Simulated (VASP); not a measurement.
# S in VASP: single point with PBE+D3(BJ)

Aim: the single point of S with PBE+D3(BJ).

Program: VASP 6.6.1. These are calculated values, not measurements. Logs are shortened: lines on timing, memory, paths and dates and some standing lists are left out, and cuts for length are marked.

## Step 1: The cell of the first run

The cell holds a sheet with vacuum, 2 atoms: a = 2.353 Å, b = 2.353 Å, c = 30.730 Å, α = 90.00°, β = 90.00°, γ = 90.00°.

## Step 2: Single point, PBE+D3(BJ)

File POSCAR:

```
S
1.0
    2.3526832939      0.0000000000      0.0000000000
    0.0000000000      2.3526832939      0.0000000000
    0.0000000000      0.0000000000     30.7300000000
S
2
Direct
    0.5000000000      0.5000000000      0.2357550649
    0.5000000000      0.5000000000      0.3499917623
```

File INCAR.step1:

```
SYSTEM = S
PREC = Accurate ; ENCUT = 520
EDIFF = 1E-6 ; ISMEAR = 0
SIGMA = 0.1 ; LREAL = .FALSE.
LASPH = .TRUE. ; NELM = 80
ALGO = Normal ; ISIF = 2
LWAVE = .FALSE. ; LCHARG = .TRUE.
LDIPOL = .TRUE. ; IDIPOL = 3
DIPOL = 0.5 0.5 0.293 ; GGA = PE
IVDW = 12 ; NBANDS = 13
```

File KPOINTS.step1:

```
regular mesh
0
G
  24 24 1
  0 0 0
```

File INCAR.step2:

```
SYSTEM = S
PREC = Accurate ; ENCUT = 520
EDIFF = 1E-6 ; ISMEAR = -5
SIGMA = 0.1 ; LREAL = .FALSE.
LASPH = .TRUE. ; NELM = 80
ALGO = Normal ; ISIF = 2
LWAVE = .FALSE. ; LCHARG = .FALSE.
LDIPOL = .TRUE. ; IDIPOL = 3
DIPOL = 0.5 0.5 0.293 ; GGA = PE
IVDW = 12 ; LORBIT = 11
NBANDS = 13 ; NEDOS = 2001
ICHARG = 11
```

File KPOINTS.step2:

```
regular mesh
0
G
  36 36 1
  0 0 0
```

Potentials or basis: VASP PAW PBE potentials, release 64 (S).

Started as:

```
cat potpaw_PBE.64/S/POTCAR > POTCAR
cp INCAR.step1 INCAR
cp KPOINTS.step1 KPOINTS
mpirun -np 1 vasp_std > vasp.out
cp INCAR.step2 INCAR
cp KPOINTS.step2 KPOINTS
mpirun -np 1 vasp_std > vasp.out
```

OUTCAR:

```text
SYSTEM = S
   PREC = Accurate
   ENCUT = 520
   EDIFF = 1E-6
   ISMEAR = -5
   LREAL = .FALSE.
   LASPH = .TRUE.
   NELM = 80
   ISIF = 2
   GGA = PE
   IVDW = 12
   LORBIT = 11
   ICHARG = 11
 IVDW          = 12

 ion  position               nearest neighbor table
   1  0.500  0.500  0.236-
   2  0.500  0.500  0.350-

  LATTYP: Found a simple tetragonal cell.
 ALAT       =     2.3526832939
 C/A-ratio  =    13.0616815615

  Lattice vectors:

 A1 = (   2.3526832939,   0.0000000000,   0.0000000000)
 A2 = (   0.0000000000,   2.3526832939,   0.0000000000)
 A3 = (   0.0000000000,   0.0000000000,  30.7300000000)

Analysis of symmetry for initial positions (statically):
=====================================================================
 Subroutine PRICEL returns:
 Original cell was already a primitive cell.

 Routine SETGRP: Setting up the symmetry group for a
 simple tetragonal supercell.

 Subroutine GETGRP returns: Found 16 space group operations
 (whereof  8 operations were pure point group operations)
 out of a pool of 16 trial point group operations.

The static configuration has the point symmetry C_4v.
 The point group associated with its full space group is D_4h.

Analysis of symmetry for dynamics (positions and initial velocities):
=====================================================================
 Subroutine PRICEL returns:
 Original cell was already a primitive cell.

 Routine SETGRP: Setting up the symmetry group for a
 simple tetragonal supercell.

 Subroutine GETGRP returns: Found 16 space group operations
 (whereof  8 operations were pure point group operations)
 out of a pool of 16 trial point group operations.

The dynamic configuration has the point symmetry C_4v.
 The point group associated with its full space group is D_4h.

 Subroutine INISYM returns: Found 16 space group operations
 (whereof  8 operations are pure point group operations),
 and found     1 'primitive' translations

----------------------------------------------------------------------------------------

                                     Primitive cell

  volume of cell :     170.0942

  direct lattice vectors                    reciprocal lattice vectors
     2.352683294  0.000000000  0.000000000     0.425046585  0.000000000  0.000000000
     0.000000000  2.352683294  0.000000000     0.000000000  0.425046585  0.000000000
     0.000000000  0.000000000 30.730000000     0.000000000  0.000000000  0.032541490

  length of vectors
     2.352683294  2.352683294 30.730000000     0.425046585  0.425046585  0.032541490

  position of ions in fractional coordinates (direct lattice)
     0.500000000  0.500000000  0.235755065
     0.500000000  0.500000000  0.349991762

  ion indices of the primitive-cell ions
   primitive index   ion index
                 1           1
                 2           2

----------------------------------------------------------------------------------------

 KPOINTS: regular mesh

Automatic generation of k-mesh.
 Grid dimensions read from file:
 generate k-points for:   36   36    1

 Generating k-lattice:

  Cartesian coordinates                     Fractional coordinates (reciprocal lattice)
     0.011806850  0.000000000  0.000000000     0.027777778  0.000000000  0.000000000
     0.000000000  0.011806850  0.000000000     0.000000000  0.027777778  0.000000000
     0.000000000  0.000000000  0.032541490     0.000000000  0.000000000  1.000000000

  Length of vectors
     0.011806850  0.011806850  0.032541490

  Shift w.r.t. Gamma in fractional coordinates (k-lattice)
     0.000000000  0.000000000  0.000000000

 TETIRR: Found   1962 inequivalent tetrahedra from     7776

 Subroutine IBZKPT returns following result:
 ===========================================

 Found    190 irreducible k-points:

 Following reciprocal coordinates:
            Coordinates               Weight
  0.000000  0.000000  0.000000      1.000000
  0.027778  0.000000  0.000000      4.000000
  0.055556  0.000000  0.000000      4.000000
  0.083333  0.000000  0.000000      4.000000
  0.111111  0.000000  0.000000      4.000000
  0.138889  0.000000  0.000000      4.000000
[... 16 lines left out ...]
  0.111111  0.027778  0.000000      8.000000
  0.138889  0.027778  0.000000      8.000000
 [... further k-points ...]
   k-points           NKPTS =    190   k-points in BZ     NKDIM =    190   number of bands    NBANDS=     13
   number of dos      NEDOS =   2001   number of ions     NIONS =      2
   total plane-waves  NPLWV =  77760
   dimension x,y,z NGX =    18 NGY =   18 NGZ =  240
   dimension x,y,z NGXF=    36 NGYF=   36 NGZF=  480
   ions per type =               2
   NGX,Y,Z   is equivalent  to a cutoff of  12.72, 12.72, 12.98 a.u.
   NGXF,Y,Z  is equivalent  to a cutoff of  25.44, 25.44, 25.97 a.u.
 SYSTEM =  S
   PREC   = accura    normal or accurate (medium, high low for compatibility)
   ISTART =      0    job   : 0-new  1-cont  2-samecut
   ICHARG =     11    charge: 1-file 2-atom 10-const
   ISPIN  =      1    spin polarized calculation?
   LNONCOLLINEAR =      F non collinear calculations
   LSORBIT =      F    spin-orbit coupling
   LASPH  =      T    aspherical Exc in radial PAW
   ENCUT  =  520.0 eV  38.22 Ry    6.18 a.u.   4.37  4.37 57.14*2*pi/ulx,y,z
   NELM   =     80;   NELMIN=  2; NELMDL=  0     # of ELM steps
   EDIFF  = 0.1E-05   stopping-criterion for ELM
   LREAL  =      F    real-space projection
   EDIFFG = 0.1E-04   stopping-criterion for IOM
   NSW    =      0    number of steps for IOM
   IBRION =     -1    ionic relax: 0-MD 1-quasi-New 2-CG
   NFREE  =      0    steps in history (QN), initial steepest desc. (CG)
   ISIF   =      2    stress and relaxation
   ISYM   =      2    0-nonsym 1-usesym 2-fastsym
   POTIM  = 0.5000    time-step for ionic-motion
   TEBEG  =    0.0;   TEEND  =   0.0 temperature during run
   PSTRESS=    0.0 pullay stress
   NELECT =      12.0000    total number of electrons
   NUPDOWN=      -1.0000    fix difference up-down
   EMIN   =  10.00;   EMAX   =-10.00  energy-range for DOS
   EFERMI =   0.00;   METHOD = LEGACY
   ISMEAR =    -5;   SIGMA  =   0.10  broadening in eV -4-tet -1-fermi 0-gaus
   EFERMI_NEDOS =   21; number of points for ismear=-14 and -15
   IALGO  =     38    algorithm
   IMIX   =      4    mixing-type and parameters
     AMIX     =   0.40;   BMIX     =  1.00
     AMIX_MAG =   1.60;   BMIX_MAG =  1.00
  volume/ion in A,a.u.               =      85.05       573.93
  Fermi-wavevector in a.u.,A,eV,Ry     =   0.676455  1.278314  6.225904  0.457591
  Thomas-Fermi vector in A             =   1.753773
   LORBIT       =     11    0 simple, 1 ext, 2 COOP (PROOUT), +10 PAW based schemes
   GGA     = PE    functional components
   LHFCALC =     F    Hartree Fock is set to
   AEXX    =    0.0000 exact exchange contribution
   IVDW    =    12    specifies the selected vdW correction
   LEPSILON=     F    determine dielectric tensor
   LRPA    =     F    only Hartree local field effects (RPA)
 non-spin polarized calculation
 Fermi weights with tetrahedron method with Bloechl corrections
  energy-cutoff  :      520.00
  volume of cell :      170.09
 maximum number of plane-waves:      4631
 NGX is ok and might be reduce to    18

 number of electron      12.0000001 magnetization

 dipolmoment           0.000000      0.000000     -0.000031 electrons x Angstroem

 Free energy of the ion-electron system (eV)
  ---------------------------------------------------
  ext. energy  EPLUGINS =         0.00000000
  ---------------------------------------------------
  free energy    TOTEN  =        -7.25387239 eV

  energy without entropy =       -7.25387239  energy(sigma->0) =       -7.25387239

 E-fermi :  -3.1841     XC(G=0):  -2.5460

 val. band max:       -3.1446090034   @ k =   0.1667   0.1667   0.0000
 cond. band min:      -3.2116072891   @ k =   0.2500   0.2222   0.0000
 fundamental gap:     -0.0669982857
 Fermi energy:        -3.1841259141

 k-point     1 :       0.0000    0.0000    0.0000
  band No.  band energies     occupation
      1     -20.0438      2.00000
      2     -19.8739      2.00000
      3      -8.7189      2.00000
      4      -7.4611      2.00000
      5       0.9448      0.00000
      6       1.4627      0.00000
      7       1.4627      0.00000
      8       1.5307      0.00000
      9       1.5309      0.00000
     10       1.8057      0.00000
     11       2.4142      0.00000
     12       2.7157      0.00000
     13       2.9131      0.00000

 k-point     2 :       0.0278    0.0000    0.0000
  band No.  band energies     occupation
      1     -20.0256      2.00000
      2     -19.8558      2.00000
      3      -8.7019      2.00000
      4      -7.4448      2.00000
      5       0.9541      0.00000
      6       1.2235      0.00000
      7       1.2821      0.00000
      8       1.4754      0.00000
      9       1.5434      0.00000
     10       1.8272      0.00000
     11       2.4353      0.00000
     12       2.7367      0.00000
     13       2.9346      0.00000
[... 321 lines left out ...]
 k-point    23 :       0.1111    0.0278    0.0000
  band No.  band energies     occupation
      1     -19.7355      2.00000
      2     -19.5663      2.00000
      3      -8.4302      2.00000
      4      -7.1859      2.00000
      5      -1.1634      0.00000
      6      -1.0647      0.00000
      7       1.2692      0.00000
      8       1.4942      0.00000
      9       1.5274      0.00000
     10       2.1535      0.00000
     11       2.7709      0.00000
     12       3.0704      0.00000
     13       3.2693      0.00000

 k-point    24 :       0.1389    0.0278    0.0000
  band No.  band energies     occupation
      1     -19.5733      2.00000
      2     -19.4046      2.00000
      3      -8.2791      2.00000
      4      -7.0423      2.00000
      5      -2.1073      0.00000
      6      -2.0034      0.00000
      7       1.4355      0.00000
      8       1.6219      0.00000
      9       1.6384      0.00000
     10       2.3343      0.00000
     11       2.9591      0.00000
     12       3.2575      0.00000
     13       3.4552      0.00000

 [... further k-points ...]

------------------------ aborting loop because EDIFF is reached ----------------------------------------

 vacuum level on the upper side and lower side of the slab       (xc-potential included)        -0.010        -0.009

 Edisp (eV)   -0.45105

 E8    (eV) :    -0.1687

  FORCE on cell =-STRESS in cart. coord.  units (eV):
  Direction    XX          YY          ZZ          XY          YZ          ZX
  --------------------------------------------------------------------------------------
  -------------------------------------------------------------------------------------
  Total      -0.20329    -0.20329     0.34014     0.00000     0.00000    -0.00000
  in kB      -1.91487    -1.91487     3.20387     0.00000     0.00000    -0.00000
  external pressure =       -0.21 kB  Pullay stress =        0.00 kB

 VOLUME and BASIS-vectors are now :
 -----------------------------------------------------------------------------
  energy-cutoff  :      520.00
  volume of cell :      170.09
      direct lattice vectors                 reciprocal lattice vectors
     2.352683294  0.000000000  0.000000000     0.425046585  0.000000000  0.000000000
     0.000000000  2.352683294  0.000000000     0.000000000  0.425046585  0.000000000
     0.000000000  0.000000000 30.730000000     0.000000000  0.000000000  0.032541490

 POSITION                                       TOTAL-FORCE (eV/Angst)
 -----------------------------------------------------------------------------------
      1.17634      1.17634      7.24475         0.000000      0.000000     -0.002035
      1.17634      1.17634     10.75525         0.000000     -0.000000      0.002035
 -----------------------------------------------------------------------------------
    total drift:                               -0.000000      0.000000     -0.002585

  FREE ENERGIE OF THE ION-ELECTRON SYSTEM (eV)
  ---------------------------------------------------
  free  energy   TOTEN  =        -7.7049232962 eV

  energy  without entropy=       -7.7049232962  energy(sigma->0) =       -7.70492330

 vacuum level on the upper side and lower side of the slab         2.409         2.410

 total charge

# of ion       s       p       d       tot
------------------------------------------
    1        1.408   2.140   0.000   3.548
    2        1.408   2.140   0.000   3.548
--------------------------------------------------
tot          2.816   4.281   0.000   7.097
```

Wall time 2.7 min (1 thread of AMD EPYC 9R45 (Zen 5), shared host); peak memory 0.44 GiB.

What came out:

- Valence electrons inside the program's atomic spheres: S 3.55
- Dispersion energy per atom: -0.226 eV
